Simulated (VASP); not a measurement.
# PrH2Ir (P6/mmm) in VASP: further runs

Runs on PrH2Ir. Level: PBE. Tasks: single point, relaxation of cell and atoms.

All numbers are computed with VASP 6.6.1; they aren't measurements. Logs are shortened: lines on timing, memory, paths and dates and some standing lists are left out, and cuts for length are marked.

## (1) The cell of the first run

It takes space group P6/mmm (No. 191, hexagonal). The conventional cell has a = 3.495 Å, b = 3.495 Å, c = 5.760 Å, α = 90.00°, β = 90.00°, γ = 120.00°. Pr (site symmetry 6/mmm) has 6 H at 2.02 Å within 2.7 Å. Within 2.7 Å of H (site symmetry -6m2) lie 3 Pr at 2.02 Å and 3 H at 2.02 Å. Within 3.8 Å of Ir (site symmetry 6/mmm) lie 2 Pr at 2.88 Å and 6 Ir at 3.49 Å and 12 H at 3.52 Å.

The cell was built from a structure type or drawn by symmetry, and may not be a known phase.

## (2) Single point, PBE

Contents of INCAR:

```
SYSTEM = PrH2Ir
PREC = Accurate
ENCUT = 520
EDIFF = 1E-6
ISMEAR = 0
SIGMA = 0.1
LREAL = .False.
LASPH = .True.
NELM = 100
ALGO = Normal
ISIF = 2
LWAVE = .False.
LCHARG = .False.
GGA = PE
NBANDS = 20
```

Contents of KPOINTS:

```
Automatic mesh
0
Gamma
  6 6 4
  0 0 0
```

Contents of POSCAR:

```
PrH2Ir
1.0
    3.4945473800      0.0000000000      0.0000000000
   -1.7472736900      3.0263668100      0.0000000000
    0.0000000000      0.0000000000      5.7596450300
Pr H Ir
1 2 1
Direct
    0.0000000000      0.0000000000      0.5000000000
    0.3333333300      0.6666666700      0.5000000000
    0.6666666700      0.3333333300      0.5000000000
    0.0000000000      0.0000000000      0.0000000000
```

Potentials or basis: VASP PAW PBE potentials, release 64 (Pr, H, Ir).

On the command line:

```bash
> cat potpaw_PBE.64/Pr/POTCAR potpaw_PBE.64/H/POTCAR potpaw_PBE.64/Ir/POTCAR > POTCAR
> mpirun -np 1 vasp_std > vasp.out
```

OUTCAR:

```text
SYSTEM = PrH2Ir
   PREC = Accurate
   ENCUT = 520
   EDIFF = 1E-6
   ISMEAR = 0
   LREAL = .False.
   LASPH = .True.
   NELM = 100
   ISIF = 2
   GGA = PE

 ion  position               nearest neighbor table
   1  0.000  0.000  0.500-   2 2.02   3 2.02   3 2.02   2 2.02   3 2.02   2 2.02   4 2.88   4 2.88

   2  0.333  0.667  0.500-   1 2.02   1 2.02   1 2.02
   3  0.667  0.333  0.500-   1 2.02   1 2.02   1 2.02
   4  0.000  0.000  0.000-   1 2.88   1 2.88

  LATTYP: Found a hexagonal cell.
 ALAT       =     3.4945473800
 C/A-ratio  =     1.6481805521

  Lattice vectors:

 A1 = (   3.4945473800,   0.0000000000,   0.0000000000)
 A2 = (  -1.7472736900,   3.0263668100,   0.0000000000)
 A3 = (   0.0000000000,   0.0000000000,   5.7596450300)

Analysis of symmetry for initial positions (statically):
=====================================================================
 Subroutine PRICEL returns:
 Original cell was already a primitive cell.

 Routine SETGRP: Setting up the symmetry group for a
 hexagonal supercell.

 Subroutine GETGRP returns: Found 24 space group operations
 (whereof 24 operations were pure point group operations)
 out of a pool of 24 trial point group operations.

The static configuration has the point symmetry D_6h.

Analysis of symmetry for dynamics (positions and initial velocities):
=====================================================================
 Subroutine PRICEL returns:
 Original cell was already a primitive cell.

 Routine SETGRP: Setting up the symmetry group for a
 hexagonal supercell.

 Subroutine GETGRP returns: Found 24 space group operations
 (whereof 24 operations were pure point group operations)
 out of a pool of 24 trial point group operations.

The dynamic configuration has the point symmetry D_6h.

 Subroutine INISYM returns: Found 24 space group operations
 (whereof 24 operations are pure point group operations),
 and found     1 'primitive' translations

----------------------------------------------------------------------------------------

                                     Primitive cell

  volume of cell :      60.9128

  direct lattice vectors                    reciprocal lattice vectors
     3.494547380  0.000000000  0.000000000     0.286160092  0.165214606  0.000000000
    -1.747273690  3.026366810  0.000000000     0.000000000  0.330429212  0.000000000
     0.000000000  0.000000000  5.759645030     0.000000000  0.000000000  0.173621811

  length of vectors
     3.494547380  3.494547384  5.759645030     0.330429212  0.330429212  0.173621811

  position of ions in fractional coordinates (direct lattice)
     0.000000000  0.000000000  0.500000000
     0.333333330  0.666666670  0.500000000
     0.666666670  0.333333330  0.500000000
     0.000000000  0.000000000  0.000000000

  ion indices of the primitive-cell ions
   primitive index   ion index
                 1           1
                 2           2
                 3           3
                 4           4

----------------------------------------------------------------------------------------

 KPOINTS: Automatic mesh

Automatic generation of k-mesh.
 Grid dimensions read from file:
 generate k-points for:    6    6    4

 Generating k-lattice:

  Cartesian coordinates                     Fractional coordinates (reciprocal lattice)
     0.047693349  0.027535768  0.000000000     0.166666667  0.000000000  0.000000000
     0.000000000  0.055071535  0.000000000     0.000000000  0.166666667  0.000000000
     0.000000000  0.000000000  0.043405453     0.000000000  0.000000000  0.250000000

  Length of vectors
     0.055071535  0.055071535  0.043405453

  Shift w.r.t. Gamma in fractional coordinates (k-lattice)
     0.000000000  0.000000000  0.000000000

 Subroutine IBZKPT returns following result:
 ===========================================

 Found     21 irreducible k-points:

 Following reciprocal coordinates:
            Coordinates               Weight
  0.000000  0.000000  0.000000      1.000000
  0.166667  0.000000  0.000000      6.000000
  0.333333  0.000000  0.000000      6.000000
  0.500000  0.000000  0.000000      3.000000
  0.166667  0.166667  0.000000      6.000000
  0.333333  0.166667  0.000000     12.000000
[... 13 lines left out ...]
  0.333333  0.166667  0.500000     12.000000
  0.333333  0.333333  0.500000      2.000000
   k-points           NKPTS =     21   k-points in BZ     NKDIM =     21   number of bands    NBANDS=     20
   number of dos      NEDOS =    301   number of ions     NIONS =      4
   total plane-waves  NPLWV =  37632
   dimension x,y,z NGX =    28 NGY =   28 NGZ =   48
   dimension x,y,z NGXF=    56 NGYF=   56 NGZF=   96
   ions per type =               1   2   1
   NGX,Y,Z   is equivalent  to a cutoff of  13.32, 13.32, 13.85 a.u.
   NGXF,Y,Z  is equivalent  to a cutoff of  26.64, 26.64, 27.71 a.u.
 SYSTEM =  PrH2Ir
   PREC   = accura    normal or accurate (medium, high low for compatibility)
   ISTART =      0    job   : 0-new  1-cont  2-samecut
   ICHARG =      2    charge: 1-file 2-atom 10-const
   ISPIN  =      1    spin polarized calculation?
   LNONCOLLINEAR =      F non collinear calculations
   LSORBIT =      F    spin-orbit coupling
   LASPH  =      T    aspherical Exc in radial PAW
   ENCUT  =  520.0 eV  38.22 Ry    6.18 a.u.   6.50  6.50 10.71*2*pi/ulx,y,z
   NELM   =    100;   NELMIN=  2; NELMDL= -5     # of ELM steps
   EDIFF  = 0.1E-05   stopping-criterion for ELM
   LREAL  =      F    real-space projection
   EDIFFG = 0.1E-04   stopping-criterion for IOM
   NSW    =      0    number of steps for IOM
   IBRION =     -1    ionic relax: 0-MD 1-quasi-New 2-CG
   NFREE  =      0    steps in history (QN), initial steepest desc. (CG)
   ISIF   =      2    stress and relaxation
   ISYM   =      2    0-nonsym 1-usesym 2-fastsym
   POTIM  = 0.5000    time-step for ionic-motion
   TEBEG  =    0.0;   TEEND  =   0.0 temperature during run
   PSTRESS=    0.0 pullay stress
   NELECT =      24.0000    total number of electrons
   NUPDOWN=      -1.0000    fix difference up-down
   EMIN   =  10.00;   EMAX   =-10.00  energy-range for DOS
   EFERMI =   0.00;   METHOD = LEGACY
   ISMEAR =     0;   SIGMA  =   0.10  broadening in eV -4-tet -1-fermi 0-gaus
   EFERMI_NEDOS =   21; number of points for ismear=-14 and -15
   IALGO  =     38    algorithm
   IMIX   =      4    mixing-type and parameters
     AMIX     =   0.40;   BMIX     =  1.00
     AMIX_MAG =   1.60;   BMIX_MAG =  1.00
  volume/ion in A,a.u.               =      15.23       102.76
  Fermi-wavevector in a.u.,A,eV,Ry     =   1.200169  2.267991 19.597917  1.440406
  Thomas-Fermi vector in A             =   2.336012
   LORBIT       =      0    0 simple, 1 ext, 2 COOP (PROOUT), +10 PAW based schemes
   GGA     = PE    functional components
   LHFCALC =     F    Hartree Fock is set to
   AEXX    =    0.0000 exact exchange contribution
   IVDW    =     0    specifies the selected vdW correction
   LEPSILON=     F    determine dielectric tensor
   LRPA    =     F    only Hartree local field effects (RPA)
 non-spin polarized calculation
 Gauss-broadening in eV      SIGMA  =   0.10
  energy-cutoff  :      520.00
  volume of cell :       60.91
 maximum number of plane-waves:      1677
 NGX is ok and might be reduce to    28
   NGX = 13   NGY = 13   NGZ = 21

 number of electron      24.0000001 magnetization

 Free energy of the ion-electron system (eV)
  ---------------------------------------------------
  ext. energy  EPLUGINS =         0.00000000
  ---------------------------------------------------
  free energy    TOTEN  =       -18.90638965 eV

  energy without entropy =      -18.82923172  energy(sigma->0) =      -18.86781069

 E-fermi :   4.3239     XC(G=0): -10.4696

 val. band max:        4.3227560367   @ k =   0.3333   0.0000   0.0000
 cond. band min:       4.3257384379   @ k =   0.3333   0.1667   0.2500
 fundamental gap:      0.0029824012
 Fermi energy:         4.3238694085

 k-point     1 :       0.0000    0.0000    0.0000
  band No.  band energies     occupation
      1     -31.1950      2.00000
      2     -13.1883      2.00000
      3     -12.4432      2.00000
      4     -12.4432      2.00000
      5      -2.4595      2.00000
      6       0.1494      2.00000
[... 12 lines left out ...]
     19       6.2153      0.00000
     20       6.2153      0.00000

 k-point     2 :       0.1667    0.0000    0.0000
  band No.  band energies     occupation
      1     -31.1377      2.00000
      2     -13.1293      2.00000
      3     -13.0310      2.00000
      4     -12.5376      2.00000
      5      -1.4388      2.00000
      6       0.6043      2.00000
[... 12 lines left out ...]
     19       5.3158      0.00000
     20       7.0641      0.00000

 k-point     3 :       0.3333    0.0000    0.0000
  band No.  band energies     occupation
      1     -31.0198      2.00000
      2     -14.0125      2.00000
      3     -13.0080      2.00000
      4     -12.7191      2.00000
      5      -0.7147      2.00000
      6       1.4000      2.00000
[... 12 lines left out ...]
     19       5.2204      0.00000
     20       7.0124      0.00000

 k-point     4 :       0.5000    0.0000    0.0000
  band No.  band energies     occupation
      1     -30.9592      2.00000
      2     -14.4402      2.00000
      3     -12.9456      2.00000
      4     -12.8066      2.00000
      5      -1.0374      2.00000
      6       1.7123      2.00000
[... 360 lines left out ...]
 k-point    20 :       0.3333    0.1667    0.5000
  band No.  band energies     occupation
      1     -30.9553      2.00000
      2     -14.2075      2.00000
      3     -13.1424      2.00000
      4     -13.0520      2.00000
      5      -0.0275      2.00000
      6       2.1167      2.00000
[... 12 lines left out ...]
     19       5.2074      0.00000
     20       6.5678      0.00000

 k-point    21 :       0.3333    0.3333    0.5000
  band No.  band energies     occupation
      1     -30.9249      2.00000
      2     -13.8492      2.00000
      3     -13.8492      2.00000
      4     -13.0200      2.00000
      5       1.4307      2.00000
      6       1.4307      2.00000
[... 12 lines left out ...]
     19       5.8401      0.00000
     20       5.8401      0.00000

------------------------ aborting loop because EDIFF is reached ----------------------------------------

  FORCE on cell =-STRESS in cart. coord.  units (eV):
  Direction    XX          YY          ZZ          XY          YZ          ZX
  --------------------------------------------------------------------------------------
  -------------------------------------------------------------------------------------
  Total        2.9447245      2.9447245     -8.2544886     -0.0000000     -0.0000000     -0.0000000
  in kB       77.4545666     77.4545668   -217.1163540     -0.0000000     -0.0000000     -0.0000000
  external PRESSURE =     -20.7357402 kB  Pullay stress =       0.0000000 kB

 VOLUME and BASIS-vectors are now :
 -----------------------------------------------------------------------------
  energy-cutoff  :      520.00
  volume of cell :       60.91
      direct lattice vectors                 reciprocal lattice vectors
     3.494547380  0.000000000  0.000000000     0.286160092  0.165214606  0.000000000
    -1.747273690  3.026366810  0.000000000     0.000000000  0.330429212  0.000000000
     0.000000000  0.000000000  5.759645030     0.000000000  0.000000000  0.173621811

 POSITION                                       TOTAL-FORCE (eV/Angst)
 -----------------------------------------------------------------------------------
      0.00000      0.00000      2.87982         0.000000      0.000000     -0.000000
     -0.00000      2.01758      2.87982         0.000000     -0.000000     -0.000000
      1.74727      1.00879      2.87982        -0.000000     -0.000000      0.000000
      0.00000      0.00000      0.00000         0.000000      0.000000     -0.000000
 -----------------------------------------------------------------------------------
    total drift:                               -0.000000     -0.000000      0.000000

  FREE ENERGIE OF THE ION-ELECTRON SYSTEM (eV)
  ---------------------------------------------------
  free  energy   TOTEN  =       -18.9063896530 eV

  energy  without entropy=      -18.8292317180  energy(sigma->0) =      -18.86781069
```

It took 42 s on 1 thread of Intel Xeon 6975P-C (Granite Rapids), shared host; peak memory 0.21 GiB.

What came out:

```yaml
Free_energy: -18.9064 eV
Pressure: -2.1 GPa
Band_gap_on_the_k_mesh: zero (bands 12 and 13 overlap by 0.09 eV)
```

Stress tensor (GPa, compression positive):
```
  7.75   0.00   0.00
  0.00   7.75   0.00
  0.00   0.00 -21.71
```

Caveat: spin-orbit coupling is left out, which moves the levels of the heavy elements; semilocal functionals describe open f shells poorly, which spoils levels, moments and volumes. Spin polarisation is off, so any magnetic state and its effect on volume and gap are missing.

## (3) Relaxation of cell and atoms, PBE

Contents of INCAR:

```
ALGO = Normal
EDIFF = 1E-6
EDIFFG = -0.04
ENCUT = 600
GGA = PE
IBRION = 2
ISIF = 3
ISMEAR = 0
LASPH = True
LCHARG = False
LREAL = False
LWAVE = False
NELM = 100
NSW = 90
PREC = Accurate
SIGMA = 0.1
```

Contents of KPOINTS:

```
k-points
0
Gamma
  6 6 4
```

POSCAR is that of step 2.

Potentials or basis: VASP PAW PBE potentials, release 64 (Pr, H, Ir).

On the command line:

```bash
> cat potpaw_PBE.64/Pr/POTCAR potpaw_PBE.64/H/POTCAR potpaw_PBE.64/Ir/POTCAR > POTCAR
> mpirun -np 1 vasp_std > vasp.out
```

It took 93 s on 1 thread of Intel Xeon 6975P-C (Granite Rapids), shared host; peak memory 0.22 GiB.

Results (log left out):

| Item | Value |
| --- | --- |
| Free energy | -19.6060 eV |
| Relaxed volume | 14.58 Å³/atom |
| Relaxed cell | a = 3.637 Å, b = 3.637 Å, c = 5.093 Å, α = 90.00°, β = 90.00°, γ = 120.00° |
| Space group after relaxing (to 0.1 Å) | P6/mmm (No. 191) |
| Energy gained by relaxing | 174.6 meV/atom |
| Ionic steps | 3 |
| Pressure after relaxing | 0.1 GPa |
| Band gap on the k mesh | zero (bands 12 and 13 overlap by 0.07 eV) |

Stress tensor (GPa, compression positive):
```
0.18 0.00 0.00
0.00 0.18 0.00
0.00 0.00 0.00
```

Step by step:
| step | energy change (eV) | largest force (eV/Å) | pressure (GPa) | volume (Å³) |
| --- | --- | --- | --- | --- |
| 1 | 0.0000 | 0.0000 | -2.16 | 60.91 |
| 2 | -0.6893 | 0.0000 | -0.69 | 58.74 |
| 3 | -0.6985 | 0.0000 | 0.12 | 58.34 |

Final structure:
```yaml
crystal:
  lattice:
    - [3.63677, 0.00000, 0.00000]
    - [-1.81838, 3.14953, 0.00000]
    - [0.00000, 0.00000, 5.09311]
  atoms:
    - { symbol: Pr, position: [0.00000, 0.00000, 0.50000] }
    - { symbol: H, position: [0.33333, 0.66667, 0.50000] }
    - { symbol: H, position: [0.66667, 0.33333, 0.50000] }
    - { symbol: Ir, position: [0.00000, 0.00000, 0.00000] }
```

Levels at points of the mesh, in eV from the Fermi level:
| k point | band 8 | band 9 | band 10 | band 11 | band 12 | band 13 | band 14 | band 15 | band 16 |
| --- | --- | --- | --- | --- | --- | --- | --- | --- | --- |
| (0.00, 0.00, 0.00) | -2.06 | -2.06 | -1.80 | -1.41 | -1.41 | -0.03 | 0.10 | 0.10 | 0.15 |
| (0.50, 0.00, 0.00) | -2.32 | -1.88 | -1.56 | -0.07 | -0.02 | 0.01 | 0.17 | 0.22 | 0.24 |
| (0.00, 0.00, 0.50) | -1.76 | -1.76 | -1.39 | -1.39 | -1.09 | 0.20 | 0.20 | 0.37 | 0.76 |
| (0.50, 0.00, 0.50) | -1.90 | -1.48 | -1.30 | -0.94 | -0.36 | 0.06 | 0.15 | 0.32 | 0.34 |

Caveat: spin-orbit coupling is left out, which moves the levels of the heavy elements; semilocal functionals describe open f shells poorly, which spoils levels, moments and volumes. Spin polarisation is off, so any magnetic state and its effect on volume and gap are missing.
